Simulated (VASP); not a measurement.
# Al4Cu: single point with PBE

Al4Cu:

```
Al Cu
1.0
    -1.36780    2.99893    5.21473
     1.36780   -2.99893    5.21473
     1.36780    2.99893   -5.21473
Al Cu
4 1
Direct
  0.58666 0.36447 0.22219
  0.14228 0.36447 0.77781
  0.85772 0.63553 0.22219
  0.41334 0.63553 0.77781
  0.00000 0.00000 0.00000
```

The cell was built from a structure type or drawn by symmetry, and may not be a known phase.

- Program: VASP 6.6.1
- Task: single point
- Functional: PBE
- Potentials or basis: VASP PAW PBE potentials, release 64 (Al, Cu)
- Cutoff: 520 eV
- k mesh: 6 × 6 × 6
- Occupations: gaussian, width 0.1 eV
- Spin: no spin polarisation

```json
{
 "Pressure": "0.2 GPa",
 "Largest force": "0.010 eV/Å",
 "Band gap on the k mesh": "zero (an odd number of electrons rules out a gap without spin polarisation)"
}
```

Forces on the atoms (eV/Å):
```
Al   0.000 -0.010  0.004
Al   0.000  0.010  0.004
Al   0.000 -0.010 -0.004
Al   0.000  0.010 -0.004
Cu   0.000  0.000  0.000
```

Stress tensor (GPa, compression positive):
```
0.39 0.00 0.00
0.00 0.09 0.00
0.00 0.00 0.10
```

Levels at points of the mesh, in eV from the Fermi level:
```
           k point  band 10  band 11  band 12  band 13  band 14  band 15
(0.00, 0.00, 0.00)    -3.52    -3.51    -2.74     4.90     4.95     5.31
(0.50, 0.00, 0.00)    -1.40    -0.91    -0.91     0.77     2.40     2.48
(0.00, 0.50, 0.00)    -1.28    -0.95    -0.80     0.69     1.31     1.64
(0.50, 0.50, 0.00)    -2.28    -1.88     0.45     1.17     1.33     1.88
(0.50, 0.50, 0.50)    -1.99    -0.94    -0.09     1.19     1.35     2.75
```

It took 3.9 min on 1 thread of AMD EPYC 7R43 64-Core Processor (Zen 3), with other jobs on the host, peak memory 0.31 GiB.

Caveat: the k points lie up to 0.40 Å⁻¹ apart, too coarse for converged energies and pressures of a metal.
